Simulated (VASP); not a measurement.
# CdSe (F-43m) in VASP: notebook

The runs below take CdSe through single point, with PBE.

Everything below comes from runs of VASP 6.6.1. Logs are shortened: lines on timing, memory, paths and dates and some standing lists are left out, and cuts for length are marked.

### Step 1. The cell of the first run

The structure is cubic, space group F-43m (No. 216). The conventional cell has a = 6.198 Å, b = 6.198 Å, c = 6.198 Å, α = 90.00°, β = 90.00°, γ = 90.00°. Cd (site symmetry -43m) has 4 Se at 2.68 Å within 3.5 Å. Se (site symmetry -43m) has 4 Cd at 2.68 Å within 3.5 Å.

### Step 2. Single point, PBE

The input, INCAR:

```
SYSTEM = CdSe
PREC = Accurate
ENCUT = 520
EDIFF = 1E-6
ISMEAR = -1
SIGMA = 0.02
LREAL = .FALSE.
LASPH = .TRUE.
NELM = 100
ALGO = Normal
ISIF = 2
LWAVE = .FALSE.
LCHARG = .FALSE.
GGA = PE
NBANDS = 16
```

The input, KPOINTS:

```
Automatic mesh
0
G
  5 5 5
  0 0 0
```

The input, POSCAR:

```
CdSe
1.0
    4.3828661513      0.0000000000      0.0000000000
    2.1914330756      3.7956734284      0.0000000000
    2.1914330756      1.2652244761      3.5785952272
Cd Se
1 1
Direct
   -0.0000000014     -0.0000000014     -0.0000000014
    0.7500000014      0.7500000014      0.7500000014
```

Potentials or basis: VASP PAW PBE potentials, release 64 (Cd, Se).

Command:

```console
cat potpaw_PBE.64/Cd/POTCAR potpaw_PBE.64/Se/POTCAR > POTCAR
mpirun -np 1 vasp_std > vasp.out
```

OUTCAR:

```text
SYSTEM = CdSe
   PREC = Accurate
   ENCUT = 520
   EDIFF = 1E-6
   ISMEAR = -1
   LREAL = .FALSE.
   LASPH = .TRUE.
   NELM = 100
   ISIF = 2
   GGA = PE

 ion  position               nearest neighbor table
   1  1.000  1.000  1.000-   2 2.68   2 2.68   2 2.68   2 2.68
   2  0.750  0.750  0.750-   1 2.68   1 2.68   1 2.68   1 2.68

  LATTYP: Found a face centered cubic cell.
 ALAT       =     6.1983087532

  Lattice vectors:

 A1 = (   4.3828661513,   0.0000000000,   0.0000000000)
 A2 = (   2.1914330756,   3.7956734284,   0.0000000000)
 A3 = (   2.1914330756,   1.2652244761,   3.5785952272)

Analysis of symmetry for initial positions (statically):
=====================================================================
 Subroutine PRICEL returns:
 Original cell was already a primitive cell.

 Routine SETGRP: Setting up the symmetry group for a
 face centered cubic supercell.

 Subroutine GETGRP returns: Found 24 space group operations
 (whereof 24 operations were pure point group operations)
 out of a pool of 48 trial point group operations.

The static configuration has the point symmetry T_d .

Analysis of symmetry for dynamics (positions and initial velocities):
=====================================================================
 Subroutine PRICEL returns:
 Original cell was already a primitive cell.

 Routine SETGRP: Setting up the symmetry group for a
 face centered cubic supercell.

 Subroutine GETGRP returns: Found 24 space group operations
 (whereof 24 operations were pure point group operations)
 out of a pool of 48 trial point group operations.

The dynamic configuration has the point symmetry T_d .

 Subroutine INISYM returns: Found 24 space group operations
 (whereof 24 operations are pure point group operations),
 and found     1 'primitive' translations

----------------------------------------------------------------------------------------

                                     Primitive cell

  volume of cell :      59.5333

  direct lattice vectors                    reciprocal lattice vectors
     4.382866151  0.000000000  0.000000000     0.228161200 -0.131728930 -0.093146420
     2.191433076  3.795673428  0.000000000     0.000000000  0.263457860 -0.093146420
     2.191433076  1.265224476  3.578595227     0.000000000  0.000000000  0.279439259

  length of vectors
     4.382866151  4.382866151  4.382866151     0.279439259  0.279439259  0.279439259

  position of ions in fractional coordinates (direct lattice)
     0.999999999  0.999999999  0.999999999
     0.750000001  0.750000001  0.750000001

  ion indices of the primitive-cell ions
   primitive index   ion index
                 1           1
                 2           2

----------------------------------------------------------------------------------------

 KPOINTS: Automatic mesh

Automatic generation of k-mesh.
 Grid dimensions read from file:
 generate k-points for:    5    5    5

 Generating k-lattice:

  Cartesian coordinates                     Fractional coordinates (reciprocal lattice)
     0.045632240 -0.026345786 -0.018629284     0.200000000  0.000000000  0.000000000
     0.000000000  0.052691572 -0.018629284     0.000000000  0.200000000  0.000000000
     0.000000000  0.000000000  0.055887852     0.000000000  0.000000000  0.200000000

  Length of vectors
     0.055887852  0.055887852  0.055887852

  Shift w.r.t. Gamma in fractional coordinates (k-lattice)
     0.000000000  0.000000000  0.000000000

 Subroutine IBZKPT returns following result:
 ===========================================

 Found     10 irreducible k-points:

 Following reciprocal coordinates:
            Coordinates               Weight
  0.000000  0.000000  0.000000      1.000000
  0.200000 -0.000000  0.000000      8.000000
  0.400000 -0.000000  0.000000      8.000000
  0.200000  0.200000 -0.000000      6.000000
  0.400000  0.200000  0.000000     24.000000
 -0.400000  0.200000  0.000000     24.000000
 -0.200000  0.200000  0.000000     12.000000
  0.400000  0.400000  0.000000      6.000000
 -0.400000  0.400000 -0.000000     12.000000
 -0.400000  0.400000  0.200000     24.000000
   k-points           NKPTS =     10   k-points in BZ     NKDIM =     10   number of bands    NBANDS=     16
   number of dos      NEDOS =    301   number of ions     NIONS =      2
   total plane-waves  NPLWV =  46656
   dimension x,y,z NGX =    36 NGY =   36 NGZ =   36
   dimension x,y,z NGXF=    72 NGYF=   72 NGZF=   72
   ions per type =               1   1
   NGX,Y,Z   is equivalent  to a cutoff of  13.66, 13.66, 13.66 a.u.
   NGXF,Y,Z  is equivalent  to a cutoff of  27.31, 27.31, 27.31 a.u.
 SYSTEM =  CdSe
   PREC   = accura    normal or accurate (medium, high low for compatibility)
   ISTART =      0    job   : 0-new  1-cont  2-samecut
   ICHARG =      2    charge: 1-file 2-atom 10-const
   ISPIN  =      1    spin polarized calculation?
   LNONCOLLINEAR =      F non collinear calculations
   LSORBIT =      F    spin-orbit coupling
   LASPH  =      T    aspherical Exc in radial PAW
   ENCUT  =  520.0 eV  38.22 Ry    6.18 a.u.   8.15  8.15  8.15*2*pi/ulx,y,z
   NELM   =    100;   NELMIN=  2; NELMDL= -5     # of ELM steps
   EDIFF  = 0.1E-05   stopping-criterion for ELM
   LREAL  =      F    real-space projection
   EDIFFG = 0.1E-04   stopping-criterion for IOM
   NSW    =      0    number of steps for IOM
   IBRION =     -1    ionic relax: 0-MD 1-quasi-New 2-CG
   NFREE  =      0    steps in history (QN), initial steepest desc. (CG)
   ISIF   =      2    stress and relaxation
   ISYM   =      2    0-nonsym 1-usesym 2-fastsym
   POTIM  = 0.5000    time-step for ionic-motion
   TEBEG  =    0.0;   TEEND  =   0.0 temperature during run
   PSTRESS=    0.0 pullay stress
   NELECT =      18.0000    total number of electrons
   NUPDOWN=      -1.0000    fix difference up-down
   EMIN   =  10.00;   EMAX   =-10.00  energy-range for DOS
   EFERMI =   0.00;   METHOD = LEGACY
   ISMEAR =    -1;   SIGMA  =   0.02  broadening in eV -4-tet -1-fermi 0-gaus
   EFERMI_NEDOS =   21; number of points for ismear=-14 and -15
   IALGO  =     38    algorithm
   IMIX   =      4    mixing-type and parameters
     AMIX     =   0.40;   BMIX     =  1.00
     AMIX_MAG =   1.60;   BMIX_MAG =  1.00
  volume/ion in A,a.u.               =      29.77       200.88
  Fermi-wavevector in a.u.,A,eV,Ry     =   1.098784  2.076401 16.426681  1.207327
  Thomas-Fermi vector in A             =   2.235168
   LORBIT       =      0    0 simple, 1 ext, 2 COOP (PROOUT), +10 PAW based schemes
   GGA     = PE    functional components
[... 5 lines left out ...]
 non-spin polarized calculation
  energy-cutoff  :      520.00
  volume of cell :       59.53
 maximum number of plane-waves:      1639
 NGX is ok and might be reduce to    36
   NGX = 17   NGY = 17   NGZ = 17

 number of electron      18.0000000 magnetization

 Free energy of the ion-electron system (eV)
  ---------------------------------------------------
  ext. energy  EPLUGINS =         0.00000000
  ---------------------------------------------------
  free energy    TOTEN  =        -5.48675347 eV

  energy without entropy =       -5.48675339  energy(sigma->0) =       -5.48675343

 E-fermi :   0.7711     XC(G=0):  -8.6265

 val. band max:        0.5173614351   @ k =   0.0000   0.0000   0.0000
 cond. band min:       1.0028580388   @ k =   0.0000   0.0000   0.0000
 fundamental gap:      0.4854966036
 Fermi energy:         0.7710963313

 k-point     1 :       0.0000    0.0000    0.0000
  band No.  band energies     occupation
      1     -11.7724      2.00000
      2      -7.2529      2.00000
      3      -7.2529      2.00000
      4      -7.2529      2.00000
      5      -6.9372      2.00000
      6      -6.9372      2.00000
[... 8 lines left out ...]
     15      11.4804      0.00000
     16      11.4804      0.00000

 k-point     2 :       0.2000   -0.0000    0.0000
  band No.  band energies     occupation
      1     -11.6613      2.00000
      2      -7.2196      2.00000
      3      -7.2196      2.00000
      4      -7.1331      2.00000
      5      -6.9372      2.00000
      6      -6.9372      2.00000
[... 8 lines left out ...]
     15      10.4886      0.00000
     16      10.7820      0.00000

 k-point     3 :       0.4000   -0.0000    0.0000
  band No.  band energies     occupation
      1     -11.4788      2.00000
      2      -7.1780      2.00000
      3      -7.1780      2.00000
      4      -6.9221      2.00000
      5      -6.9221      2.00000
      6      -6.7803      2.00000
[... 8 lines left out ...]
     15      11.6040      0.00000
     16      11.6040      0.00000

 k-point     4 :       0.2000    0.2000   -0.0000
  band No.  band energies     occupation
      1     -11.6247      2.00000
      2      -7.1832      2.00000
      3      -7.1832      2.00000
      4      -7.1491      2.00000
      5      -6.9522      2.00000
      6      -6.9202      2.00000
[... 8 lines left out ...]
     15      11.8214      0.00000
     16      12.5329      0.00000

 k-point     5 :       0.4000    0.2000    0.0000
  band No.  band energies     occupation
      1     -11.4671      2.00000
      2      -7.1530      2.00000
      3      -7.1300      2.00000
      4      -7.0004      2.00000
      5      -6.9084      2.00000
      6      -6.8121      2.00000
[... 8 lines left out ...]
     15      12.4262      0.00000
     16      12.5780      0.00000

 k-point     6 :      -0.4000    0.2000    0.0000
  band No.  band energies     occupation
      1     -11.4067      2.00000
      2      -7.1474      2.00000
      3      -7.1294      2.00000
      4      -6.9458      2.00000
      5      -6.9253      2.00000
      6      -6.6258      2.00000
[... 8 lines left out ...]
     15      11.3524      0.00000
     16      12.5014      0.00000

 k-point     7 :      -0.2000    0.2000    0.0000
  band No.  band energies     occupation
      1     -11.5268      2.00000
      2      -7.1799      2.00000
      3      -7.1670      2.00000
      4      -6.9771      2.00000
      5      -6.9488      2.00000
      6      -6.8808      2.00000
[... 8 lines left out ...]
     15      11.5774      0.00000
     16      12.6689      0.00000

 k-point     8 :       0.4000    0.4000    0.0000
  band No.  band energies     occupation
      1     -11.3856      2.00000
      2      -7.0750      2.00000
      3      -7.0565      2.00000
      4      -7.0565      2.00000
      5      -6.8925      2.00000
      6      -6.7203      2.00000
[... 8 lines left out ...]
     15      12.6190      0.00000
     16      14.1060      0.00000

 k-point     9 :      -0.4000    0.4000   -0.0000
  band No.  band energies     occupation
      1     -11.3492      2.00000
      2      -7.1030      2.00000
      3      -7.0553      2.00000
      4      -7.0070      2.00000
      5      -6.9045      2.00000
      6      -6.5651      2.00000
[... 8 lines left out ...]
     15      12.2831      0.00000
     16      13.8650      0.00000

 k-point    10 :      -0.4000    0.4000    0.2000
  band No.  band energies     occupation
      1     -11.3717      2.00000
      2      -7.1079      2.00000
      3      -7.0991      2.00000
      4      -6.9784      2.00000
      5      -6.9198      2.00000
      6      -6.5911      2.00000
[... 8 lines left out ...]
     15      12.0549      0.00000
     16      13.9222      0.00000

------------------------ aborting loop because EDIFF is reached ----------------------------------------

  FORCE on cell =-STRESS in cart. coord.  units (eV):
  Direction    XX          YY          ZZ          XY          YZ          ZX
  --------------------------------------------------------------------------------------
  -------------------------------------------------------------------------------------
  Total        0.0878039      0.0878039      0.0878039     -0.0000000     -0.0000000     -0.0000000
  in kB        2.3630050      2.3630050      2.3630050     -0.0000000     -0.0000000     -0.0000000
  external PRESSURE =       2.3630050 kB  Pullay stress =       0.0000000 kB

 VOLUME and BASIS-vectors are now :
 -----------------------------------------------------------------------------
  energy-cutoff  :      520.00
  volume of cell :       59.53
      direct lattice vectors                 reciprocal lattice vectors
     4.382866151  0.000000000  0.000000000     0.228161200 -0.131728930 -0.093146420
     2.191433076  3.795673428  0.000000000     0.000000000  0.263457860 -0.093146420
     2.191433076  1.265224476  3.578595227     0.000000000  0.000000000  0.279439259

 POSITION                                       TOTAL-FORCE (eV/Angst)
 -----------------------------------------------------------------------------------
      8.76573      5.06090      3.57860         0.000000      0.000000      0.000000
      6.57430      3.79567      2.68395        -0.000000      0.000000     -0.000000
 -----------------------------------------------------------------------------------
    total drift:                                0.000001      0.000000      0.000000

  FREE ENERGIE OF THE ION-ELECTRON SYSTEM (eV)
  ---------------------------------------------------
  free  energy   TOTEN  =        -5.4867534673 eV

  energy  without entropy=       -5.4867533893  energy(sigma->0) =       -5.48675343
```

Run time: 16 s. Hardware: 1 thread of Intel Xeon 6975P-C, shared host; peak memory 0.2 GiB.

What came out:

| Item | Value |
| --- | --- |
| Free energy | -5.4868 eV |
| Pressure | 0.2 GPa |
| Band gap on the k mesh | 0.49 eV, direct |

### Step 3. Single point, PBE

This run uses another cell than the first one, of 28.94 Å³/atom, 0.972 times its volume.

The input, INCAR:

```
PREC = Accurate
ENCUT = 520
EDIFF = 1E-6
ISMEAR = -1
SIGMA = 0.02
LREAL = F
LASPH = T
NELM = 80
ALGO = Normal
ISIF = 2
LWAVE = F
LCHARG = F
GGA = PE
NBANDS = 16
```

The input, KPOINTS:

```
Automatic mesh
0
Gamma
  5 5 5
```

The input, POSCAR:

```
CdSe
1.0
    4.3420190000      0.0000000000      0.0000000000
    2.1710095000      3.7602987577      0.0000000000
    2.1710095000      1.2534329192      3.5452436678
Cd Se
1 1
Direct
    0.0000000000      0.0000000000      0.0000000000
    0.7500000000      0.7500000000      0.7500000000
```

Potentials or basis: VASP PAW PBE potentials, release 64 (Cd, Se).

Command:

```console
cat potpaw_PBE.64/Cd/POTCAR potpaw_PBE.64/Se/POTCAR > POTCAR
mpirun -np 1 vasp_std > vasp.out
```

OUTCAR:

```text
PREC = Accurate
   ENCUT = 520
   EDIFF = 1E-6
   ISMEAR = -1
   LREAL = F
   LASPH = T
   NELM = 80
   ISIF = 2
   GGA = PE

 ion  position               nearest neighbor table
   1  0.000  0.000  0.000-   2 2.66   2 2.66   2 2.66   2 2.66
   2  0.750  0.750  0.750-   1 2.66   1 2.66   1 2.66   1 2.66

  LATTYP: Found a face centered cubic cell.
 ALAT       =     6.1405421579

  Lattice vectors:

[... 356 lines left out ...]
     15      12.3673      0.00000
     16      14.2761      0.00000

------------------------ aborting loop because EDIFF is reached ----------------------------------------

  FORCE on cell =-STRESS in cart. coord.  units (eV):
  Direction    XX          YY          ZZ          XY          YZ          ZX
  --------------------------------------------------------------------------------------
  -------------------------------------------------------------------------------------
  Total        0.5833134      0.5833134      0.5833134     -0.0000000     -0.0000000      0.0000000
  in kB       16.1455339     16.1455339     16.1455339     -0.0000000     -0.0000000      0.0000000
  external PRESSURE =      16.1455339 kB  Pullay stress =       0.0000000 kB

 VOLUME and BASIS-vectors are now :
 -----------------------------------------------------------------------------
  energy-cutoff  :      520.00
  volume of cell :       57.88
      direct lattice vectors                 reciprocal lattice vectors
     4.342019000  0.000000000  0.000000000     0.230307606 -0.132968158 -0.094022686
     2.171009500  3.760298758  0.000000000     0.000000000  0.265936316 -0.094022686
     2.171009500  1.253432919  3.545243668     0.000000000  0.000000000  0.282068059

 POSITION                                       TOTAL-FORCE (eV/Angst)
 -----------------------------------------------------------------------------------
      0.00000      0.00000      0.00000        -0.000000     -0.000000     -0.000000
      6.51303      3.76030      2.65893         0.000000      0.000000      0.000000
 -----------------------------------------------------------------------------------
    total drift:                                0.000001      0.000000      0.000000

  FREE ENERGIE OF THE ION-ELECTRON SYSTEM (eV)
  ---------------------------------------------------
  free  energy   TOTEN  =        -5.4774252539 eV

  energy  without entropy=       -5.4774252340  energy(sigma->0) =       -5.47742524
```

Wall time 11 s (1 thread of Intel Xeon 6975P-C, shared host); peak memory 0.17 GiB.

What came out:

```
Free energy            : -5.4774 eV
Pressure               : 1.6 GPa
Band gap on the k mesh : 0.54 eV, direct
```

Expect the measured gap to be larger: semilocal functionals such as PBE lack the derivative discontinuity.
